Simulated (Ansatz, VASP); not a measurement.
**Two plane-wave programs on Si**

The input POSCAR:

```
Si
1.0
    3.7554869723      0.0000000000      0.0000000000
   -1.8777434862      3.2523471216      0.0000000000
    0.0000000000      0.0000000000      6.3855283771
Si
4
Direct
    0.3333333333      0.6666666667      0.0023877817
    0.6666666667      0.3333333333      0.5023877817
    0.3333333333      0.6666666667      0.3726122183
    0.6666666667      0.3333333333      0.8726122183
```

The input INCAR.step1:

```
ALGO = Normal
EDIFF = 1E-4
ENCUT = 520
GGA = PE
ISMEAR = 0
LASPH = T
LCHARG = F
LREAL = F
LWAVE = T
NBANDS = 16
NELM = 80
PREC = Accurate
SIGMA = 0.01
```

File INCAR.step2:

```
ALGO = Normal
EDIFF = 1E-7
ENCUT = 520
ISIF = 2
ISMEAR = 0
ISTART = 1
LASPH = T
LCHARG = F
LMIXTAU = T
LREAL = F
LWAVE = F
METAGGA = R2SCAN
NBANDS = 16
NELM = 80
PREC = Accurate
SIGMA = 0.01
```

Contents of KPOINTS:

```
k-points
0
Gamma
  12 12 4
```

Input for Ansatz:

```yaml
crystal:
  lattice:
    - [3.7554869723, 0.0, 0.0]
    - [-1.8777434862, 3.2523471216, 0.0]
    - [0.0, 0.0, 6.3855283771]
  atoms:
    - { symbol: Si, position: [0.3333333333, 0.6666666667, 0.0023877817] }
    - { symbol: Si, position: [0.6666666667, 0.3333333333, 0.5023877817] }
    - { symbol: Si, position: [0.3333333333, 0.6666666667, 0.3726122183] }
    - { symbol: Si, position: [0.6666666667, 0.3333333333, 0.8726122183] }
kpoints:
  mp_grid: { grid: [12, 12, 4] }
  band_path:
    path:
      - [0.0, 0.0, 0.0]
      - [0.5, 0.0, 0.0]
      - [0.3333333333, 0.3333333333, 0.0]
      - [0.0, 0.0, 0.5]
      - [0.5, 0.0, 0.5]
      - [0.3333333333, 0.3333333333, 0.5]
    npoints: 1
hamiltonian:
  xc: r2scan
scf:
  occupations: { method: fixed }
  n_extra_bands: 5
output:
  forces: true
  stress: true
  eigenvalues: true
```

Change from the starting cell: epitaxial_xy strain -2.0%.

Alike in both runs: task single point; functional r2SCAN; k mesh 12 × 12 × 4; no spin polarisation.

```csv
,VASP,Ansatz
version,VASP 6.6.1,Ansatz 0.2.0
potentials or method,"VASP PAW PBE potentials, release 64 (Si)","plane waves, PAW"
plane-wave cutoff (eV),520,500
occupations,"gaussian, width 0.01 eV",fixed
valence electrons in the cell,16,16
```

```csv
,VASP,Ansatz,Ansatz less VASP
gap on the k mesh at the Fermi level (eV),0.63,0.61,-0.016
pressure (GPa),3.2,3.4,+0.25
"traceless stress, the component that is largest in VASP (GPa)",-3.47,-3.43,+0.045
```

VASP's potentials were made for PBE, not for r2SCAN.
